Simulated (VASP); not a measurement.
# Ti (Im-3m) in VASP: further runs

The runs below take Ti through single point, with PBE.

All numbers are computed with VASP 6.6.1; they aren't measurements. Logs are shortened: lines on timing, memory, paths and dates and some standing lists are left out, and cuts for length are marked.

**1. The cell of the first run**

Symmetry: Im-3m, No. 229, cubic system. The conventional cell has a = 3.255 Å, b = 3.255 Å, c = 3.255 Å, α = 90.00°, β = 90.00°, γ = 90.00°. Ti (site symmetry m-3m) has 14 Ti at 2.82 to 3.26 Å within 3.7 Å.

This isn't the form of Ti at room conditions, which is hcp.

**2. Single point, PBE (17.25 Å³/atom)**

Contents of INCAR:

```
PREC = Accurate ; ENCUT = 520
EDIFF = 1E-7 ; ISMEAR = 0
SIGMA = 0.15 ; LREAL = False
LASPH = True ; NELM = 100
ALGO = Normal ; ISIF = 2
LWAVE = False ; LCHARG = False
GGA = PE ; NBANDS = 12
```

Contents of KPOINTS:

```
Automatic mesh
0
Gamma
  22 22 22
```

Contents of POSCAR:

```
Ti
1.0
   -1.6277389706      1.6277389706      1.6277389706
    1.6277389706     -1.6277389706      1.6277389706
    1.6277389706      1.6277389706     -1.6277389706
Ti
1
Direct
    0.0000000000      0.0000000000      0.0000000000
```

Potentials or basis: VASP PAW PBE potentials, release 64 (Ti_sv).

On the command line:

```
$ cat potpaw_PBE.64/Ti_sv/POTCAR > POTCAR
$ mpirun -np 1 vasp_std > vasp.out
```

OUTCAR:

```text
PREC = Accurate
   ENCUT = 520
   EDIFF = 1E-7
   ISMEAR = 0
   LREAL = False
   LASPH = True
   NELM = 100
   ISIF = 2
   GGA = PE

 ion  position               nearest neighbor table
   1  0.000  0.000  0.000-

  LATTYP: Found a body centered cubic cell.
 ALAT       =     3.2554779412

  Lattice vectors:

 A1 = (  -1.6277389706,   1.6277389706,   1.6277389706)
 A2 = (   1.6277389706,  -1.6277389706,   1.6277389706)
 A3 = (   1.6277389706,   1.6277389706,  -1.6277389706)

Analysis of symmetry for initial positions (statically):
=====================================================================
 Subroutine PRICEL returns:
 Original cell was already a primitive cell.

 Routine SETGRP: Setting up the symmetry group for a
 body centered cubic supercell.

 Subroutine GETGRP returns: Found 48 space group operations
 (whereof 48 operations were pure point group operations)
 out of a pool of 48 trial point group operations.

The static configuration has the point symmetry O_h .

Analysis of symmetry for dynamics (positions and initial velocities):
=====================================================================
 Subroutine PRICEL returns:
 Original cell was already a primitive cell.

 Routine SETGRP: Setting up the symmetry group for a
 body centered cubic supercell.

 Subroutine GETGRP returns: Found 48 space group operations
 (whereof 48 operations were pure point group operations)
 out of a pool of 48 trial point group operations.

The dynamic configuration has the point symmetry O_h .

 Subroutine INISYM returns: Found 48 space group operations
 (whereof 48 operations are pure point group operations),
 and found     1 'primitive' translations

----------------------------------------------------------------------------------------

                                     Primitive cell

  volume of cell :      17.2510

  direct lattice vectors                    reciprocal lattice vectors
    -1.627738971  1.627738971  1.627738971     0.000000000  0.307174559  0.307174559
     1.627738971 -1.627738971  1.627738971     0.307174559  0.000000000  0.307174559
     1.627738971  1.627738971 -1.627738971     0.307174559  0.307174559  0.000000000

  length of vectors
     2.819326599  2.819326599  2.819326599     0.434410427  0.434410427  0.434410427

  position of ions in fractional coordinates (direct lattice)
     0.000000000  0.000000000  0.000000000

  ion indices of the primitive-cell ions
   primitive index   ion index
                 1           1

----------------------------------------------------------------------------------------

 KPOINTS: Automatic mesh

Automatic generation of k-mesh.
 Grid dimensions read from file:
 generate k-points for:   22   22   22

 Generating k-lattice:

  Cartesian coordinates                     Fractional coordinates (reciprocal lattice)
     0.000000000  0.013962480  0.013962480     0.045454545  0.000000000  0.000000000
     0.013962480  0.000000000  0.013962480     0.000000000  0.045454545  0.000000000
     0.013962480  0.013962480  0.000000000     0.000000000  0.000000000  0.045454545

  Length of vectors
     0.019745928  0.019745928  0.019745928

  Shift w.r.t. Gamma in fractional coordinates (k-lattice)
     0.000000000  0.000000000  0.000000000

 Subroutine IBZKPT returns following result:
 ===========================================

 Found    328 irreducible k-points:

 Following reciprocal coordinates:
            Coordinates               Weight
  0.000000  0.000000  0.000000      1.000000
  0.045455  0.000000  0.000000     12.000000
  0.090909  0.000000  0.000000     12.000000
  0.136364  0.000000  0.000000     12.000000
  0.181818  0.000000  0.000000     12.000000
  0.227273  0.000000  0.000000     12.000000
[... 16 lines left out ...]
  0.090909  0.090909  0.000000     24.000000
  0.136364  0.090909 -0.000000     48.000000
 [... further k-points ...]
   k-points           NKPTS =    328   k-points in BZ     NKDIM =    328   number of bands    NBANDS=     12
   number of dos      NEDOS =    301   number of ions     NIONS =      1
   total plane-waves  NPLWV =  13824
   dimension x,y,z NGX =    24 NGY =   24 NGZ =   24
   dimension x,y,z NGXF=    48 NGYF=   48 NGZF=   48
   ions per type =               1
   NGX,Y,Z   is equivalent  to a cutoff of  14.15, 14.15, 14.15 a.u.
   NGXF,Y,Z  is equivalent  to a cutoff of  28.30, 28.30, 28.30 a.u.
 SYSTEM =  unknown system
   PREC   = accura    normal or accurate (medium, high low for compatibility)
   ISTART =      0    job   : 0-new  1-cont  2-samecut
   ICHARG =      2    charge: 1-file 2-atom 10-const
   ISPIN  =      1    spin polarized calculation?
   LNONCOLLINEAR =      F non collinear calculations
   LSORBIT =      F    spin-orbit coupling
   LASPH  =      T    aspherical Exc in radial PAW
   ENCUT  =  520.0 eV  38.22 Ry    6.18 a.u.   5.24  5.24  5.24*2*pi/ulx,y,z
   NELM   =    100;   NELMIN=  2; NELMDL= -5     # of ELM steps
   EDIFF  = 0.1E-06   stopping-criterion for ELM
   LREAL  =      F    real-space projection
   EDIFFG = 0.1E-05   stopping-criterion for IOM
   NSW    =      0    number of steps for IOM
   IBRION =     -1    ionic relax: 0-MD 1-quasi-New 2-CG
   NFREE  =      0    steps in history (QN), initial steepest desc. (CG)
   ISIF   =      2    stress and relaxation
   ISYM   =      2    0-nonsym 1-usesym 2-fastsym
   POTIM  = 0.5000    time-step for ionic-motion
   TEBEG  =    0.0;   TEEND  =   0.0 temperature during run
   PSTRESS=    0.0 pullay stress
   NELECT =      12.0000    total number of electrons
   NUPDOWN=      -1.0000    fix difference up-down
   EMIN   =  10.00;   EMAX   =-10.00  energy-range for DOS
   EFERMI =   0.00;   METHOD = LEGACY
   ISMEAR =     0;   SIGMA  =   0.15  broadening in eV -4-tet -1-fermi 0-gaus
   EFERMI_NEDOS =   21; number of points for ismear=-14 and -15
   IALGO  =     38    algorithm
   IMIX   =      4    mixing-type and parameters
     AMIX     =   0.40;   BMIX     =  1.00
     AMIX_MAG =   1.60;   BMIX_MAG =  1.00
  volume/ion in A,a.u.               =      17.25       116.42
  Fermi-wavevector in a.u.,A,eV,Ry     =   1.450543  2.741128 28.627662  2.104074
  Thomas-Fermi vector in A             =   2.568143
   LORBIT       =      0    0 simple, 1 ext, 2 COOP (PROOUT), +10 PAW based schemes
   GGA     = PE    functional components
   LHFCALC =     F    Hartree Fock is set to
   AEXX    =    0.0000 exact exchange contribution
   IVDW    =     0    specifies the selected vdW correction
   LEPSILON=     F    determine dielectric tensor
   LRPA    =     F    only Hartree local field effects (RPA)
 non-spin polarized calculation
 Gauss-broadening in eV      SIGMA  =   0.15
  energy-cutoff  :      520.00
  volume of cell :       17.25
 maximum number of plane-waves:       476
 NGX is ok and might be reduce to    24
   NGX = 11   NGY = 11   NGZ = 11

 number of electron      11.9999997 magnetization

 Free energy of the ion-electron system (eV)
  ---------------------------------------------------
  ext. energy  EPLUGINS =         0.00000000
  ---------------------------------------------------
  free energy    TOTEN  =        -7.73757424 eV

  energy without entropy =       -7.71174316  energy(sigma->0) =       -7.72465870

 E-fermi :   8.1576     XC(G=0): -11.5256

 val. band max:        8.1575414826   @ k =  -0.4091  -0.4091   0.1364
 cond. band min:       8.1615702794   @ k =  -0.3182   0.3636   0.0909
 fundamental gap:      0.0040287968
 Fermi energy:         8.1575954412

 k-point     1 :       0.0000    0.0000    0.0000
  band No.  band energies     occupation
      1     -48.3604      2.00000
      2     -24.2091      2.00000
      3     -24.2091      2.00000
      4     -24.2091      2.00000
      5       2.1884      2.00000
      6       9.1519      0.00000
      7       9.1519      0.00000
      8       9.1519      0.00000
      9      10.9235      0.00000
     10      10.9235      0.00000
     11      25.6165      0.00000
     12      25.6165      0.00000

 k-point     2 :       0.0455    0.0000    0.0000
  band No.  band energies     occupation
      1     -48.3577      2.00000
      2     -24.2236      2.00000
      3     -24.2135      2.00000
      4     -24.2092      2.00000
      5       2.2599      2.00000
      6       9.1189      0.00000
      7       9.1435      0.00000
      8       9.2038      0.00000
      9      10.8837      0.00000
     10      10.9254      0.00000
     11      25.5092      0.00000
     12      25.6129      0.00000

 k-point     3 :       0.0909    0.0000    0.0000
  band No.  band energies     occupation
      1     -48.3498      2.00000
      2     -24.2658      2.00000
      3     -24.2265      2.00000
      4     -24.2094      2.00000
      5       2.4712      2.00000
      6       9.0240      0.00000
      7       9.1100      0.00000
      8       9.3577      0.00000
      9      10.7835      0.00000
     10      10.9319      0.00000
     11      25.1722      0.00000
     12      25.5615      0.00000
[... 286 lines left out ...]
 k-point    23 :       0.0909    0.0909    0.0000
  band No.  band energies     occupation
      1     -48.3303      2.00000
      2     -24.3689      2.00000
      3     -24.2459      2.00000
      4     -24.2230      2.00000
      5       3.0110      2.00000
      6       8.8467      0.00000
      7       8.9061      0.00000
      8       9.7827      0.00000
      9      10.5830      0.00000
     10      10.9918      0.00000
     11      24.3691      0.00000
     12      25.0809      0.00000

 k-point    24 :       0.1364    0.0909   -0.0000
  band No.  band energies     occupation
      1     -48.3148      2.00000
      2     -24.4461      2.00000
      3     -24.2704      2.00000
      4     -24.2273      2.00000
      5       3.4541      2.00000
      6       8.6789      0.00000
      7       8.7514      0.00000
      8      10.1285      0.00000
      9      10.5054      0.00000
     10      11.0434      0.00000
     11      23.6538      0.00000
     12      24.4819      0.00000

 [... further k-points ...]

------------------------ aborting loop because EDIFF is reached ----------------------------------------

  FORCE on cell =-STRESS in cart. coord.  units (eV):
  Direction    XX          YY          ZZ          XY          YZ          ZX
  --------------------------------------------------------------------------------------
  -------------------------------------------------------------------------------------
  Total       -0.0194860     -0.0194860     -0.0194860     -0.0000000      0.0000000     -0.0000000
  in kB       -1.8097539     -1.8097539     -1.8097539     -0.0000000      0.0000000     -0.0000000
  external PRESSURE =      -1.8097539 kB  Pullay stress =       0.0000000 kB

 VOLUME and BASIS-vectors are now :
 -----------------------------------------------------------------------------
  energy-cutoff  :      520.00
  volume of cell :       17.25
      direct lattice vectors                 reciprocal lattice vectors
    -1.627738971  1.627738971  1.627738971     0.000000000  0.307174559  0.307174559
     1.627738971 -1.627738971  1.627738971     0.307174559  0.000000000  0.307174559
     1.627738971  1.627738971 -1.627738971     0.307174559  0.307174559  0.000000000

 POSITION                                       TOTAL-FORCE (eV/Angst)
 -----------------------------------------------------------------------------------
      0.00000      0.00000      0.00000         0.000000     -0.000000      0.000000
 -----------------------------------------------------------------------------------
    total drift:                                0.000000      0.000000     -0.000000

  FREE ENERGIE OF THE ION-ELECTRON SYSTEM (eV)
  ---------------------------------------------------
  free  energy   TOTEN  =        -7.7375742417 eV

  energy  without entropy=       -7.7117431636  energy(sigma->0) =       -7.72465870
```

It took 66 s on 1 thread of Intel Xeon 8259CL, shared host; peak memory 0.19 GiB.

Results:

- Free energy: -7.7376 eV
- Pressure: -0.2 GPa
- Band gap on the k mesh: zero (bands 6 and 7 overlap by 1.61 eV)

**3. Single point, PBE (18.03 Å³/atom)**

This run uses another cell than the first one, of 18.03 Å³/atom.

Contents of INCAR:

```
PREC = Accurate ; ENCUT = 520
EDIFF = 1E-6 ; ISMEAR = 0
SIGMA = 0.15 ; LREAL = False
LASPH = True ; NELM = 100
ALGO = Fast ; ISIF = 2
LWAVE = False ; LCHARG = True
GGA = PE ; LELF = True
LVHAR = True ; NBANDS = 12
```

KPOINTS is that of step 2.

Contents of POSCAR:

```
Ti
1.0
   -1.6518192362      1.6518192362      1.6518192362
    1.6518192362     -1.6518192362      1.6518192362
    1.6518192362      1.6518192362     -1.6518192362
Ti
1
Direct
    0.0000000000      0.0000000000      0.0000000000
```

Potentials or basis: VASP PAW PBE potentials, release 64 (Ti_sv).

On the command line:

```
$ cat potpaw_PBE.64/Ti_sv/POTCAR > POTCAR
$ mpirun -np 1 vasp_std > vasp.out
```

Run time: 1.9 min. Hardware: 1 thread of Intel Xeon 8259CL, shared host; peak memory 0.19 GiB.

Results (log left out):

```yaml
Free_energy: -7.7263 eV
Pressure: -4.5 GPa
Band_gap_on_the_k_mesh: zero (bands 6 and 7 overlap by 1.54 eV)
```

Levels at points of the mesh, in eV from the Fermi level:
| k point | band 3 | band 4 | band 5 | band 6 | band 7 | band 8 | band 9 | band 10 |
| --- | --- | --- | --- | --- | --- | --- | --- | --- |
| (0.00, 0.00, 0.00) | -32.50 | -32.50 | -5.87 | 0.95 | 0.95 | 0.95 | 2.63 | 2.63 |
| (0.50, 0.00, 0.00) | -32.69 | -32.51 | -2.36 | -0.36 | 1.03 | 2.61 | 2.94 | 4.06 |
| (0.50, 0.50, 0.50) | -32.92 | -32.92 | -1.98 | -1.98 | 3.73 | 3.73 | 3.73 | 8.08 |

Caveat: the cell stands under tension.

**4. Single point, PBE (18.80 Å³/atom)**

This run uses another cell than the first one, of 18.80 Å³/atom.

Contents of INCAR:

```
SYSTEM = Ti
ALGO     = Normal         ! electronic algorithm
EDIFF    = 1E-7           ! SCF threshold, eV
ENCUT    = 520            ! plane-wave cutoff, eV
GGA      = PE             ! functional
ISIF     = 2              ! what is computed and relaxed
ISMEAR   = 0              ! smearing method
LASPH    = .True.         ! aspherical terms in the spheres
LCHARG   = .False.        ! write CHGCAR
LREAL    = .False.        ! projectors in reciprocal space
LWAVE    = .False.        ! write WAVECAR
NBANDS   = 12             ! bands
NELM     = 60             ! most SCF steps
PREC     = Accurate       ! precision mode
SIGMA    = 0.15           ! smearing width, eV
```

Contents of KPOINTS:

```
k-points
0
Gamma
  22 22 22
  0 0 0
```

Contents of POSCAR:

```
Ti
1.0
   -1.6751874744      1.6751874744      1.6751874744
    1.6751874744     -1.6751874744      1.6751874744
    1.6751874744      1.6751874744     -1.6751874744
Ti
1
Direct
    0.0000000000      0.0000000000      0.0000000000
```

On the command line:

```
$ cat potpaw_PBE.64/Ti_sv/POTCAR > POTCAR
$ mpirun -np 1 vasp_std > vasp.out
```

Run time: 81 s. Hardware: 1 thread of Intel Xeon 8259CL, shared host; peak memory 0.2 GiB.

Results (log left out):

| Quantity | Value |
| --- | --- |
| Free energy | -7.6962 eV |
| Pressure | -8.0 GPa |
| Band gap on the k mesh | zero (bands 6 and 7 overlap by 1.49 eV) |

Levels at points of the mesh, in eV from the Fermi level:
```
           k point  band 2  band 3  band 4  band 5  band 6  band 7  band 8  band 9  band 10  band 11
(0.00, 0.00, 0.00)  -32.63  -32.63  -32.63   -5.77    0.91    0.91    0.91    2.50     2.50    16.85
(0.50, 0.00, 0.00)  -33.15  -32.80  -32.63   -2.27   -0.33    0.93    2.48    2.79     3.85     7.92
(0.50, 0.50, 0.50)  -32.99  -32.99  -32.99   -1.85   -1.85    3.54    3.54    3.54     7.76     7.76
```

Caveat: the cell stands under tension.

**5. Single point, PBE (19.58 Å³/atom)**

This run uses another cell than the first one, of 19.58 Å³/atom.

Contents of INCAR:

```
SYSTEM = Ti
  ALGO = Normal
  EDIFF = 1E-6
  ENCUT = 520
  GGA = PE
  ISIF = 2
  ISMEAR = 0
  LASPH = .True.
  LCHARG = .False.
  LREAL = .False.
  LWAVE = .False.
  NBANDS = 12
  NELM = 80
  PREC = Accurate
  SIGMA = 0.15
```

KPOINTS is that of step 4.

Contents of POSCAR:

```
Ti
1.0
   -1.6979213348      1.6979213348      1.6979213348
    1.6979213348     -1.6979213348      1.6979213348
    1.6979213348      1.6979213348     -1.6979213348
Ti
1
Direct
    0.0000000000      0.0000000000      0.0000000000
```

On the command line:

```
$ cat potpaw_PBE.64/Ti_sv/POTCAR > POTCAR
$ mpirun -np 1 vasp_std > vasp.out
```

Run time: 75 s. Hardware: 1 thread of Intel Xeon 8259CL, shared host; peak memory 0.2 GiB.

It converged, with:

| Item | Value |
| --- | --- |
| Free energy | -7.6508 eV |
| Pressure | -10.8 GPa |
| Band gap on the k mesh | zero (bands 6 and 7 overlap by 1.45 eV) |

Levels at points of the mesh, in eV from the Fermi level:
| k point | band 4 | band 5 | band 6 | band 7 | band 8 | band 9 |
| --- | --- | --- | --- | --- | --- | --- |
| (0.00, 0.00, 0.00) | -32.75 | -5.67 | 0.87 | 0.87 | 0.87 | 2.38 |
| (0.50, 0.00, 0.00) | -32.75 | -2.18 | -0.30 | 0.84 | 2.35 | 2.65 |
| (0.50, 0.50, 0.50) | -33.07 | -1.74 | -1.74 | 3.35 | 3.35 | 3.35 |

Caveat: the cell stands under tension.

[end of part 1 of 2]
